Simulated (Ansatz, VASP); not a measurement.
# HfMoC2: VASP beside Ansatz

The input INCAR:

```
  PREC = Accurate
  ENCUT = 520
  EDIFF = 1E-7
  ISMEAR = -1
  SIGMA = 0.05
  LREAL = F
  LASPH = T
  NELM = 100
  ALGO = Normal
  ISIF = 2
  LWAVE = F
  LCHARG = F
  GGA = CA
  NBANDS = 24
```

The input KPOINTS:

```
Automatic mesh
0
Gamma
  8 8 6
```

POSCAR

```
HfMoC2
1.0
    3.1482903748      0.0000000000      0.0000000000
    0.0000000000      3.1482903748      0.0000000000
    0.0000000000      0.0000000000      4.4245462449
Hf Mo C
1 1 2
Direct
    0.0000000000      0.0000000000      0.0000000000
    0.5000000000      0.5000000000      0.5000000000
    0.5000000000      0.5000000000      0.0000000000
    0.0000000000      0.0000000000      0.5000000000
```

Contents of input.yaml:

```yaml
crystal:
  lattice:
    - [3.1482903748, 0.0, 0.0]
    - [0.0, 3.1482903748, 0.0]
    - [0.0, 0.0, 4.4245462449]
  atoms:
    - { symbol: Hf, position: [0.0, 0.0, 0.0] }
    - { symbol: Mo, position: [0.5, 0.5, 0.5] }
    - { symbol: C, position: [0.5, 0.5, 0.0] }
    - { symbol: C, position: [0.0, 0.0, 0.5] }
kpoints:
  mp_grid: { grid: [8, 8, 6] }
scf:
  occupations: { method: fermi_dirac, width: 0.05 }
hamiltonian:
  xc: lda
  pseudopotentials: { kind: all_electron, lapw: { basis_error: 0.002 } }
output:
  forces: true
  stress: true
  eigenvalues: true
```

Change from the starting cell: volume scaled by 0.96.

Alike in both runs: task single point; functional LDA; k mesh 8 × 8 × 6; occupations fermi-dirac, width 0.05 eV; no spin polarisation.

|  | VASP | Ansatz |
| --- | --- | --- |
| version | VASP 6.6.1 | Ansatz 0.2.0 |
| potentials or method | VASP PAW LDA potentials, release 64 (Hf_pv, Mo_sv, C), cutoff 520 eV | all-electron LAPW, scalar-relativistic |

VASP gave:

| Item | Value |
| --- | --- |
| gap on the k mesh at the Fermi level (eV) | none |
| pressure (GPa) | -2.1 |
| traceless stress, the component that is largest in VASP (GPa) | -3.09 |

Question: Estimate Ansatz's values.

Answer: gap on the k mesh at the Fermi level (eV): none; pressure (GPa): -3.1; traceless stress, the component that is largest in VASP (GPa): -3.10.

LDA's correlation is that of Perdew and Zunger in VASP and of Perdew and Wang (1992) in Ansatz. A gap of «none» marks a metal or a gap that the smearing closes. Ansatz ran all-electron here, and VASP with PAW potentials.

Spin-orbit coupling is off throughout.
